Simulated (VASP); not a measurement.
Crystal: AlN.

```
Al N
1.0
     3.06730    0.00000    0.00000
    -1.53365    2.65636    0.00000
     0.00000    0.00000    4.41490
Al N
2 2
Direct
  0.33333 0.66667 0.00173
  0.66667 0.33333 0.50173
  0.33333 0.66667 0.38327
  0.66667 0.33333 0.88327
```

- Program: VASP 6.6.1
- Task: relaxation of the atoms
- Functional: PBE
- Potentials or basis: VASP PAW PBE potentials, release 64 (Al, N)
- Cutoff: 520 eV
- k mesh: 9 × 9 × 6
- Occupations: gaussian, width 0.05 eV
- Spin: no spin polarisation

At the start: pressure 47.9 GPa; volume 8.99 Å³/atom.

Task: Where does the relaxation end?

Result: Over 3 steps the energy falls by 113.1 meV/atom; space group P6_3mc (No. 186, to 0.1 Å) before and after.

Step by step:
| step | energy change (eV) | largest force (eV/Å) | pressure (GPa) |
| --- | --- | --- | --- |
| 1 | 0.0000 | 3.4132 | 47.91 |
| 2 | -0.2621 | 0.7739 | 37.47 |
| 3 | -0.4525 | 0.0006 | 39.39 |

Final structure:
```
CELL_PARAMETERS angstrom
3.06730 0.00000 0.00000
-1.53365 2.65636 0.00000
0.00000 0.00000 4.41490
ATOMIC_POSITIONS crystal
Al 0.33333 0.66667 0.98363
Al 0.66667 0.33333 0.48363
N 0.33333 0.66667 0.40137
N 0.66667 0.33333 0.90137
```
